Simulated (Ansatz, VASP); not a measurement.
# W: VASP beside Ansatz

```xyz
1
Lattice="-1.5973 1.6122 1.6122 1.5973 -1.5824 1.5824 1.5973 1.5824 -1.5824" Properties=species:S:1:pos:R:3 pbc="T T T"
W     0.0000    0.0000    0.0000
```

Change from the starting cell: strain +0.0187 x Voigt [0, 0, 0, 1, 0, 0], atoms carried along.

Alike in both runs: task single point; functional PBE; k mesh 20 × 20 × 20; occupations gaussian, width 0.15 eV; no spin polarisation.

|  | VASP | Ansatz |
| --- | --- | --- |
| version | VASP 6.6.1 | Ansatz 0.2.0 |
| potentials or method | VASP PAW PBE potentials, release 64 (W_sv), cutoff 520 eV | scalar-relativistic, plane waves, PAW |
| valence electrons in the cell | 14 | 14 |

|  | VASP | Ansatz | Ansatz less VASP |
| --- | --- | --- | --- |
| gap on the k mesh at the Fermi level (eV) | none | none | - |
| pressure (GPa) | -2.6 | -3.0 | -0.42 |
| traceless stress, the component that is largest in VASP (GPa) | -2.73 | -2.69 | +0.036 |

A gap of «none» marks a metal or a gap that the smearing closes. With one functional, cell and mesh, what is left measures potentials, basis and numerics.

Spin-orbit coupling is off throughout.
